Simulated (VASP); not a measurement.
# SrAl2O2 (I4/mmm) in VASP: a series of runs, part 2 of 3

VASP 6.6.1.

### Step 3. Single point, PBE

This run uses another cell than the first one, of 19.11 Å³/atom.

File INCAR:

```
SYSTEM = SrAl2O2
PREC = Accurate
ENCUT = 520
EDIFF = 1E-6
ISMEAR = 0
SIGMA = 0.1
LREAL = .False.
LASPH = .True.
NELM = 100
ALGO = Normal
ISIF = 2
LWAVE = .False.
LCHARG = .False.
GGA = PE
NBANDS = 22
```

File KPOINTS:

```
regular mesh
0
Gamma
  6 6 6
  0 0 0
```

File POSCAR:

```
SrAl2O2
1.0
   -1.9776515531      1.9776515531      6.1076591548
    1.9776515531     -1.9776515531      6.1076591548
    1.9776515531      1.9776515531     -6.1076591548
Sr Al O
1 2 2
Direct
    0.0000000000      0.0000000000      0.0000000000
    0.7500000000      0.2500000000      0.5000000000
    0.2500000000      0.7500000000      0.5000000000
    0.2421147303      0.2421147303      0.0000000000
    0.7578852697      0.7578852697      0.0000000000
```

Potentials or basis: VASP PAW PBE potentials, release 64 (Sr_sv, Al, O).

On the command line:

```sh
$ cat potpaw_PBE.64/Sr_sv/POTCAR potpaw_PBE.64/Al/POTCAR potpaw_PBE.64/O/POTCAR > POTCAR
$ mpirun -np 1 vasp_std > vasp.out
```

OUTCAR:

```text
SYSTEM = SrAl2O2
   PREC = Accurate
   ENCUT = 520
   EDIFF = 1E-6
   ISMEAR = 0
   LREAL = .False.
   LASPH = .True.
   NELM = 100
   ISIF = 2
   GGA = PE

 ion  position               nearest neighbor table
   1  0.000  0.000  0.000-   4 2.96   5 2.96   2 3.64   3 3.64   2 3.64   3 3.64   2 3.64   3 3.64
                             2 3.64   3 3.64
   2  0.750  0.250  0.500-   5 1.98   4 1.98   5 1.98   4 1.98   3 2.80   3 2.80   3 2.80   3 2.80
                             1 3.64   1 3.64   1 3.64   1 3.64
   3  0.250  0.750  0.500-   5 1.98   4 1.98   5 1.98   4 1.98   2 2.80   2 2.80   2 2.80   2 2.80
                             1 3.64   1 3.64   1 3.64   1 3.64
[... 808 lines left out ...]
  -------------------------------------------------------------------------------------
  Total       -0.0184414     -0.0184414      0.1247549      0.0000000      0.0000000     -0.0000000
  in kB       -0.3092216     -0.3092216      2.0918653      0.0000000      0.0000000     -0.0000000
  external PRESSURE =       0.4911407 kB  Pullay stress =       0.0000000 kB

 VOLUME and BASIS-vectors are now :
 -----------------------------------------------------------------------------
  energy-cutoff  :      520.00
  volume of cell :       95.55
      direct lattice vectors                 reciprocal lattice vectors
    -1.977651553  1.977651553  6.107659155     0.000000000  0.252825124  0.081864424
     1.977651553 -1.977651553  6.107659155     0.252825124  0.000000000  0.081864424
     1.977651553  1.977651553 -6.107659155     0.252825124  0.252825124  0.000000000

 POSITION                                       TOTAL-FORCE (eV/Angst)
 -----------------------------------------------------------------------------------
      0.00000      0.00000      0.00000         0.000000      0.000000     -0.000000
      0.00000      1.97765      3.05383         0.000000      0.000000     -0.000000
      1.97765      0.00000      3.05383         0.000000      0.000000      0.000000
      0.00000      0.00000      2.95751        -0.000000     -0.000000      0.000954
      0.00000      0.00000      9.25781        -0.000000     -0.000000     -0.000954
 -----------------------------------------------------------------------------------
    total drift:                                0.000000      0.000000     -0.000000

  FREE ENERGIE OF THE ION-ELECTRON SYSTEM (eV)
  ---------------------------------------------------
  free  energy   TOTEN  =       -24.8205479357 eV

  energy  without entropy=      -24.7950357985  energy(sigma->0) =      -24.80779187
```

OSZICAR:

```text
N       E                     dE             d eps       ncg     rms          rms(c)
DAV:   1     0.141184351946E+03    0.14118E+03   -0.13280E+04  1320   0.114E+03
DAV:   2    -0.167214563601E+02   -0.15791E+03   -0.15299E+03  1752   0.238E+02
DAV:   3    -0.275495257107E+02   -0.10828E+02   -0.10691E+02  1764   0.592E+01
DAV:   4    -0.279718021396E+02   -0.42228E+00   -0.42032E+00  2132   0.956E+00
DAV:   5    -0.279764364026E+02   -0.46343E-02   -0.46339E-02  1744   0.932E-01    0.155E+01
DAV:   6    -0.249455359934E+02    0.30309E+01   -0.17795E+01  1566   0.217E+01    0.998E+00
DAV:   7    -0.248413764430E+02    0.10416E+00   -0.75042E-01  1548   0.506E+00    0.583E+00
DAV:   8    -0.248242866311E+02    0.17090E-01   -0.13580E-01  1690   0.263E+00    0.573E-01
DAV:   9    -0.248202046095E+02    0.40820E-02   -0.21562E-02  1634   0.805E-01    0.295E-01
DAV:  10    -0.248205122970E+02   -0.30769E-03   -0.15411E-03  1802   0.235E-01    0.105E-01
DAV:  11    -0.248205384054E+02   -0.26108E-04   -0.74615E-05  1938   0.406E-02    0.494E-02
DAV:  12    -0.248205478996E+02   -0.94942E-05   -0.13675E-05  1780   0.228E-02    0.659E-03
DAV:  13    -0.248205479357E+02   -0.36144E-07   -0.29141E-06  1598   0.101E-02
   1 F= -.24820548E+02 E0= -.24807792E+02  d E =-.255121E-01
```

It took 3.9 min on 1 thread of Intel Xeon 8259CL, shared host; peak memory 0.38 GiB.

Results:

```
Free energy            : -24.8205 eV
Pressure               : 0.0 GPa
Band gap on the k mesh : zero (bands 14 and 15 overlap by 1.07 eV)
```

Levels at points of the mesh, in eV from the Fermi level:
```tsv
k point	band 11	band 12	band 13	band 14	band 15	band 16	band 17	band 18
(0.00, 0.00, 0.00)	-6.23	-5.24	-3.74	-0.13	0.30	0.90	1.26	4.06
(0.50, 0.00, 0.00)	-6.36	-6.15	-0.74	-0.14	-0.13	0.92	2.79	3.59
(0.50, 0.50, 0.00)	-5.98	-5.93	-0.61	0.02	0.34	0.80	1.48	2.88
(0.50, 0.50, 0.50)	-6.24	-5.12	-2.71	-1.58	-0.63	2.48	3.06	3.22
```

### Step 4. Single point, PBE

This run uses another cell than the first one, of 19.26 Å³/atom.

File INCAR:

```
SYSTEM = SrAl2O2
PREC     = Accurate       ! precision mode
ENCUT    = 520            ! plane-wave cutoff, eV
EDIFF    = 1E-7           ! SCF threshold, eV
ISMEAR   = 0              ! smearing method
SIGMA    = 0.1            ! smearing width, eV
LREAL    = .False.        ! projectors in reciprocal space
LASPH    = .True.         ! aspherical terms in the spheres
NELM     = 100            ! most SCF steps
ALGO     = Normal         ! electronic algorithm
ISIF     = 2              ! what is computed and relaxed
LWAVE    = .False.        ! write WAVECAR
LCHARG   = .False.        ! write CHGCAR
GGA      = PE             ! functional
NBANDS   = 22             ! bands
```

File KPOINTS:

```
Automatic mesh
0
Gamma
  14 14 14
  0 0 0
```

File POSCAR:

```
SrAl2O2
1.0
   -1.9757757815      1.9757757815      6.1667633369
    1.9757757815     -1.9757757815      6.1667633369
    1.9757757815      1.9757757815     -6.1667633369
Sr Al O
1 2 2
Direct
    0.0000000000      0.0000000000      0.0000000000
    0.7500000000      0.2500000000      0.5000000000
    0.2500000000      0.7500000000      0.5000000000
    0.2416308083      0.2416308083      0.0000000000
    0.7583691917      0.7583691917      0.0000000000
```

Potentials or basis: VASP PAW PBE potentials, release 64 (Sr_sv, Al, O).

On the command line:

```sh
$ cat potpaw_PBE.64/Sr_sv/POTCAR potpaw_PBE.64/Al/POTCAR potpaw_PBE.64/O/POTCAR > POTCAR
$ mpirun -np 1 vasp_std > vasp.out
```

OUTCAR:

```text
SYSTEM = SrAl2O2
   PREC = Accurate
   ENCUT = 520
   EDIFF = 1E-7
   ISMEAR = 0
   LREAL = .False.
   LASPH = .True.
   NELM = 100
   ISIF = 2
   GGA = PE

 ion  position               nearest neighbor table
   1  0.000  0.000  0.000-   4 2.98   5 2.98   2 3.66   3 3.66   2 3.66   3 3.66   2 3.66   3 3.66
                             2 3.66   3 3.66
   2  0.750  0.250  0.500-   5 1.98   4 1.98   5 1.98   4 1.98   3 2.79   3 2.79   3 2.79   3 2.79
                             1 3.66   1 3.66   1 3.66   1 3.66
   3  0.250  0.750  0.500-   5 1.98   4 1.98   5 1.98   4 1.98   2 2.79   2 2.79   2 2.79   2 2.79
                             1 3.66   1 3.66   1 3.66   1 3.66
[... 807 lines left out ...]
  -------------------------------------------------------------------------------------
  Total        0.0021278      0.0021278     -0.0225609      0.0000000      0.0000000      0.0000000
  in kB        0.0354042      0.0354042     -0.3753828      0.0000000      0.0000000      0.0000000
  external PRESSURE =      -0.1015248 kB  Pullay stress =       0.0000000 kB

 VOLUME and BASIS-vectors are now :
 -----------------------------------------------------------------------------
  energy-cutoff  :      520.00
  volume of cell :       96.29
      direct lattice vectors                 reciprocal lattice vectors
    -1.975775782  1.975775782  6.166763337     0.000000000  0.253065153  0.081079810
     1.975775782 -1.975775782  6.166763337     0.253065153  0.000000000  0.081079810
     1.975775782  1.975775782 -6.166763337     0.253065153  0.253065153  0.000000000

 POSITION                                       TOTAL-FORCE (eV/Angst)
 -----------------------------------------------------------------------------------
      0.00000      0.00000      0.00000         0.000000      0.000000     -0.000000
      0.00000      1.97578      3.08338         0.000000      0.000000     -0.000000
      1.97578      0.00000      3.08338         0.000000      0.000000     -0.000000
      0.00000      0.00000      2.98016         0.000000      0.000000      0.002825
      0.00000      0.00000      9.35337        -0.000000     -0.000000     -0.002825
 -----------------------------------------------------------------------------------
    total drift:                               -0.000000      0.000000     -0.000000

  FREE ENERGIE OF THE ION-ELECTRON SYSTEM (eV)
  ---------------------------------------------------
  free  energy   TOTEN  =       -24.8183166370 eV

  energy  without entropy=      -24.7923519995  energy(sigma->0) =      -24.80533432
```

stdout:

```text
POSCAR found type information on POSCAR SrAlO
 POSCAR found :  3 types and       5 ions
 scaLAPACK will be used
 LDA part: xc-table for (Slater+PW92), standard interpolation
 POSCAR, INCAR and KPOINTS ok, starting setup
 FFT: planning ... GRIDC
 FFT: planning ... GRID_SOFT
 FFT: planning ... GRID
 WAVECAR not read
 entering main loop
```

Wall time 24 min (1 thread of Intel Xeon 8259CL, shared host); peak memory 0.74 GiB.

What came out:

```
Free energy            : -24.8183 eV
Pressure               : 0.0 GPa
Band gap on the k mesh : zero (bands 14 and 15 overlap by 1.12 eV)
```

Forces in eV/Å, atoms in the order of the input:
```
Sr   0.000  0.000  0.000
Al   0.000  0.000  0.000
Al   0.000  0.000  0.000
O    0.000  0.000  0.003
O    0.000  0.000 -0.003
```

Levels at points of the mesh, in eV from the Fermi level:
```csv
k point,band 10,band 11,band 12,band 13,band 14,band 15,band 16,band 17,band 18,band 19
"(0.00, 0.00, 0.00)",-6.26,-6.26,-5.26,-3.75,-0.14,0.22,0.91,1.20,4.05,4.05
"(0.50, 0.00, 0.00)",-8.03,-6.37,-6.18,-0.75,-0.16,-0.15,0.88,2.71,3.58,4.15
"(0.50, 0.50, 0.00)",-6.02,-6.01,-5.96,-0.60,0.01,0.32,0.79,1.47,2.84,2.92
"(0.50, 0.50, 0.50)",-6.27,-6.27,-5.15,-2.74,-1.61,-0.61,2.41,2.97,3.23,3.23
```

(Continued in part 3 of 3.)
